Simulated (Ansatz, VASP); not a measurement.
H in VASP and in Ansatz

File INCAR:

```
SYSTEM = H
  PREC = Accurate
  ENCUT = 600
  EDIFF = 1E-6
  ISMEAR = 0
  SIGMA = 0.02
  LREAL = .False.
  LASPH = .True.
  NELM = 80
  ALGO = Normal
  ISIF = 3
  LWAVE = .False.
  LCHARG = .False.
  GGA = PS
  IBRION = 2
  NSW = 100
  EDIFFG = -0.01
```

Contents of KPOINTS:

```
Automatic mesh
0
Gamma
  9 9 6
  0 0 0
```

The input POSCAR:

```
H
1.0
    3.8390300207      0.0000000000      0.0000000000
   -1.9195150104      3.3246975238      0.0000000000
    0.0000000000      0.0000000000      5.0422718584
H
4
Direct
    0.3333333333      0.6666666667      0.1747277462
    0.6666666667      0.3333333333      0.6747277462
    0.6666666667      0.3333333333      0.8252722538
    0.3333333333      0.6666666667      0.3252722538
```

Input for Ansatz:

```yaml
crystal:
  lattice:
    - [3.8390300207, 0.0, 0.0]
    - [-1.9195150104, 3.3246975238, 0.0]
    - [0.0, 0.0, 5.0422718584]
  atoms:
    - { symbol: H, position: [0.3333333333, 0.6666666667, 0.1747277462] }
    - { symbol: H, position: [0.6666666667, 0.3333333333, 0.6747277462] }
    - { symbol: H, position: [0.6666666667, 0.3333333333, 0.8252722538] }
    - { symbol: H, position: [0.3333333333, 0.6666666667, 0.3252722538] }
basis:
  ecutwfc: 420
kpoints:
  mp_grid: { grid: [9, 9, 6] }
hamiltonian:
  xc: pbesol
scf:
  occupations: { method: gaussian, width: 0.02 }
output:
  forces: true
  stress: true
  eigenvalues: true
relax:
  adjacent_minimum: "off"
  f_tol: 0.01
  max_steps: 80
  cell: { stress_tol: 0.05 }
```

Alike in both runs: task relaxation of cell and atoms; functional PBEsol; k mesh 9 × 9 × 6; occupations gaussian, width 0.02 eV; no spin polarisation.

|  | VASP | Ansatz |
| --- | --- | --- |
| version | VASP 6.6.1 | Ansatz 0.2.0 |
| potentials or method | VASP PAW PBE potentials, release 64 (H), cutoff 600 eV | scalar-relativistic, plane waves, PAW |
| valence electrons in the cell | 4 | 4 |

```tsv
	VASP	Ansatz	Ansatz less VASP
gap on the k mesh at the Fermi level, each at its own relaxed structure (eV)	9.11	9.11	0.000
relaxed volume (Å³/atom)	16.09	16.09	0.000
relaxed length of the cell vector where the two differ most in proportion (Å)	3.839	3.839	0.0000
```

VASP's potentials were made for PBE, not for PBEsol.

Noted on VASP's run: the relaxation stopped at its first step, so nothing moved.
